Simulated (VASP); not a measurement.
# Lu3PbF: single point with PBE

The system is Lu3PbF.

```
Lu Pb F
1.0
     6.16870    0.00000    0.00000
     0.00000    6.16870    0.00000
     0.00000    0.00000    6.16870
Lu Pb F
3 1 1
Direct
  0.00000 0.50000 0.50000
  0.50000 0.00000 0.50000
  0.50000 0.50000 0.00000
  0.00000 0.00000 0.00000
  0.50000 0.50000 0.50000
```

```
Program                : VASP 6.6.1
Task                   : single point
Functional             : PBE
Potentials or basis    : VASP PAW PBE potentials, release 64 (Lu, Pb_d, F)
Cutoff                 : 520 eV
k mesh                 : 4 × 4 × 4
Occupations            : gaussian, width 0.1 eV
Spin                   : no spin polarisation
Dipole correction      : no
Further INCAR settings : ALGO = Normal; EDIFF = 1e-07; NBANDS = 56
```

```yaml
Pressure: -8.5 GPa
Band_gap_on_the_k_mesh: zero (band 48 reaches 1.39 eV, above the bottom of band 49 at -0.21 eV)
```

Levels at points of the mesh, in eV from the Fermi level:
| k point | band 45 | band 46 | band 47 | band 48 | band 49 | band 50 | band 51 | band 52 |
| --- | --- | --- | --- | --- | --- | --- | --- | --- |
| (0.00, 0.00, 0.00) | -0.76 | -0.76 | -0.23 | -0.23 | -0.23 | 0.03 | 0.03 | 0.03 |
| (0.50, 0.00, 0.00) | -1.28 | -0.62 | -0.62 | 0.21 | 0.22 | 0.38 | 0.42 | 0.82 |
| (0.50, 0.50, 0.00) | -2.13 | -1.60 | -0.55 | 0.54 | 0.54 | 0.60 | 0.61 | 0.61 |
| (0.50, 0.50, 0.50) | -1.26 | -1.26 | -1.06 | -1.06 | -1.06 | 0.71 | 0.90 | 0.95 |

Wall time 4 min on 1 thread of AMD EPYC 7R13 Processor (Zen 3), on a shared host, peak memory 0.36 GiB.

Caveat: spin-orbit coupling is left out, which moves the levels of the heavy elements.
